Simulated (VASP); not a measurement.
Cs2PdI6: single point with LDA

Crystal: Cs2PdI6.

```
CELL_PARAMETERS angstrom
0.00000 5.66600 5.66600
5.66600 0.00000 5.66600
5.66600 5.66600 0.00000
ATOMIC_POSITIONS crystal
Cs 0.25000 0.25000 0.25000
Cs 0.75000 0.75000 0.75000
Pd 0.00000 0.00000 0.00000
I 0.75500 0.24500 0.24500
I 0.24500 0.75500 0.75500
I 0.24500 0.75500 0.24500
I 0.75500 0.24500 0.75500
I 0.24500 0.24500 0.75500
I 0.75500 0.75500 0.24500
```

```
Program                : VASP 6.6.1
Task                   : single point
Functional             : LDA
Potentials or basis    : VASP PAW LDA potentials, release 64 (Cs_sv, Pd, I)
Cutoff                 : 520 eV
k mesh                 : 3 × 3 × 3
Occupations            : gaussian, width 0.05 eV
Spin                   : collinear spin
Starting moments       : [0.0, 0.0, 4.0, 0.0, 0.0, 0.0, 0.0, 0.0, 0.0] μB
Dipole correction      : no
Further INCAR settings : ALGO = Normal; EDIFF = 1e-06; NBANDS = 49
```

```yaml
Pressure: -2.8 GPa
Largest_force: 0.668 eV/Å
Band_gap_on_the_k_mesh: 0.03 eV (least direct gap 0.06 eV)
Net_moment: 0.00 μB per cell
Valence_electrons_inside_the_program's_atomic_spheres: Cs 6.54; Pd 9.20; I 4.25
```

Forces on the atoms (eV/Å):
```
Cs   0.000  0.000  0.000
Cs   0.000  0.000  0.000
Pd   0.000  0.000  0.000
I   -0.668  0.000  0.000
I    0.668  0.000  0.000
I    0.000 -0.668  0.000
I    0.000  0.668  0.000
I    0.000  0.000 -0.668
I    0.000  0.000  0.668
```

Levels at points of the mesh, in eV from the valence-band top:
Spin up:
| k point | band 33 | band 34 | band 35 | band 36 | band 37 | band 38 |
| --- | --- | --- | --- | --- | --- | --- |
| (0.00, 0.00, 0.00) | 0.00 | 0.00 | 0.00 | 1.03 | 1.03 | 3.34 |
Spin down:
```
           k point  band 32  band 33  band 34  band 35  band 36  band 37  band 38  band 39
(0.00, 0.00, 0.00)    -0.27     0.00     0.00     0.00     1.03     1.03     3.34     4.10
```

It took 2.6 min on 1 thread of AMD EPYC 7R13 Processor (Zen 3), on a shared host, peak memory 0.44 GiB.

Caveat: spin-orbit coupling is left out, which moves the levels of the heavy elements; an odd mesh through Γ misses points on the zone boundary, where band edges can lie.
